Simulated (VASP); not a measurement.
Here is a VASP 6.6.1 calculation.

The input INCAR:

```
SYSTEM = Cd
PREC = Accurate
ENCUT = 500
EDIFF = 1E-6
ISMEAR = 1
SIGMA = 0.1
LREAL = .False.
LASPH = .True.
NELM = 120
ALGO = Normal
ISIF = 2
LWAVE = .False.
LCHARG = .False.
GGA = LIBXC
LIBXC1 = GGA_X_PBE_SOL
LIBXC2 = LDA_C_PW
NBANDS = 19
GGA_COMPAT = .False.
```

The input KPOINTS:

```
regular mesh
0
Gamma
  6 6 6
  0 0 0
```

POSCAR

```
Cd
1.0
    0.0000000000      2.9387559895      2.9387559895
    2.9387559895      0.0000000000      2.9387559895
    2.9387559895      2.9387559895      0.0000000000
Cd
2
Direct
    1.0000000000      1.0000000000      1.0000000000
    0.2500000000      0.2500000000      0.2500000000
```

Potentials or basis: VASP PAW PBE potentials, release 64 (Cd).

Launch:

```bash
$ cat potpaw_PBE.64/Cd/POTCAR > POTCAR
$ mpirun -np 1 vasp_std > vasp.out
```

(1) Estimate the pressure.

(2) Estimate the band gap on the k mesh.

Answers

(1) 20.7 GPa.

(2) zero (bands 12 and 13 overlap by 7.06 eV).

Caveat: the cell stands under pressure; the PAW data sets were made with another functional, which shifts forces and pressure a little.
